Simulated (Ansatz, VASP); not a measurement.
## Two plane-wave programs on Sn4SeS3

```
Sn Se S
1.0
    -2.95419    2.95419    5.90256
     2.95419   -2.95419    5.90256
     2.95419    2.95419   -5.90256
Sn Se S
4 1 3
Direct
  0.74415 0.74415 0.00000
  0.25585 0.25585 0.00000
  0.50000 0.00000 0.50000
  0.00000 0.50000 0.50000
  0.00000 0.00000 0.00000
  0.50000 0.50000 0.00000
  0.25000 0.75000 0.50000
  0.75000 0.25000 0.50000
```

Alike in both runs: functional PBE; k mesh 8 × 8 × 8; occupations gaussian, width 0.02 eV; no spin polarisation.

Ansatz relaxed the structure, and its values are those at the end. VASP's run is a single point on that final structure, the one shown.

|  | VASP | Ansatz |
| --- | --- | --- |
| version | VASP 6.6.1 | Ansatz 0.2.0 |
| potentials or method | VASP PAW PBE potentials, release 64 (Sn_d, Se, S), cutoff 520 eV | scalar-relativistic, plane waves, PAW |
| valence electrons in the cell | 80 | 90 |

```csv
,VASP,Ansatz,Ansatz less VASP
gap on the k mesh at the Fermi level (eV),0.16,0.16,0.000
least direct gap on the mesh (eV),0.16,0.16,0.000
pressure (GPa),0.0,0.0,+0.04
```

VASP's potentials hold 80 valence electrons a cell and Ansatz's 90, so a difference there can come from the potentials and not from the codes.
